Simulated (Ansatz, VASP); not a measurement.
**One calculation of Sn2TeAs2, two programs**

```
Sn Te As
1.0
     4.14462    0.00000    0.00000
    -2.07231    3.58935    0.00000
     0.00000    0.00000    9.36549
Sn Te As
2 1 2
Cartesian
  0.0000 2.3929 2.0407
  2.0723 1.1964 7.3248
  0.0000 0.0000 0.0000
  2.0723 1.1964 4.0164
  0.0000 2.3929 5.3491
```

Alike in both runs: functional PBE; k mesh 4 × 4 × 2; occupations gaussian, width 0.2 eV; no spin polarisation.

Ansatz relaxed the structure, and its values are those at the end. VASP's run is a single point on that final structure, the one shown.

|  | VASP | Ansatz |
| --- | --- | --- |
| version | VASP 6.6.1 | Ansatz 0.2.0 |
| potentials or method | VASP PAW PBE potentials, release 64 (Sn_d, Te, As), cutoff 520 eV | scalar-relativistic, plane waves, PAW |
| valence electrons in the cell | 44 | 74 |

Ansatz gave:

| Property | Result |
| --- | --- |
| gap on the k mesh at the Fermi level (eV) | none |
| pressure (GPa) | 0.0 |
| rms of the force components (eV/Å) | 0.003 |

Task: Which values does VASP return?

Result: gap on the k mesh at the Fermi level (eV): none; pressure (GPa): 0.0; rms of the force components (eV/Å): 0.004.

A gap of «none» marks a metal or a gap that the smearing closes. VASP's potentials hold 44 valence electrons a cell and Ansatz's 74, so a difference there can come from the potentials and not from the codes.

The k mesh is coarse, so the values compare programs but aren't converged. Neither program's run includes spin-orbit coupling.
